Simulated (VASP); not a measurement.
## C: single point with PBE+D3(BJ)

The system is C, a slab with vacuum.

```
CELL_PARAMETERS angstrom
2.46496 0.00000 0.00000
-1.23248 2.13472 0.00000
0.00000 0.00000 26.00240
ATOMIC_POSITIONS crystal
C 0.66667 0.33333 0.49998
C 0.33333 0.66667 0.50002
```

This cell differs from its parent crystal: a layer taken out of the bulk.

```
Program             : VASP 6.6.1
Task                : single point
Functional          : PBE
Dispersion          : D3(BJ)
Potentials or basis : VASP PAW PBE potentials, release 64 (C)
Cutoff              : 520 eV
k mesh              : 9 × 9 × 1
Occupations         : gaussian, width 0.1 eV
Spin                : no spin polarisation
```

```json
{
 "Largest force": "0.020 eV/Å",
 "Band gap on the k mesh": "zero (filled and empty bands touch)",
 "Dispersion energy per atom": "-0.089 eV",
 "Work function of the upper face": "4.24 eV",
 "Work function of the lower face": "4.24 eV"
}
```

Forces in eV/Å, atoms in the order of the input:
```
C    0.000  0.000  0.020
C    0.000  0.000 -0.020
```

Levels at points of the mesh, in eV from the Fermi level:
```tsv
k point	band 1	band 2	band 3	band 4	band 5	band 6	band 7	band 8
(0.00, 0.00, 0.00)	-19.53	-7.63	-3.05	-3.05	3.26	4.03	4.30	4.76
```

Run time: 54 s on 1 thread of Intel Xeon 8259CL (shared host), peak memory 0.23 GiB.

Caveat: the cell differs from its parent crystal (a layer taken out of the bulk).
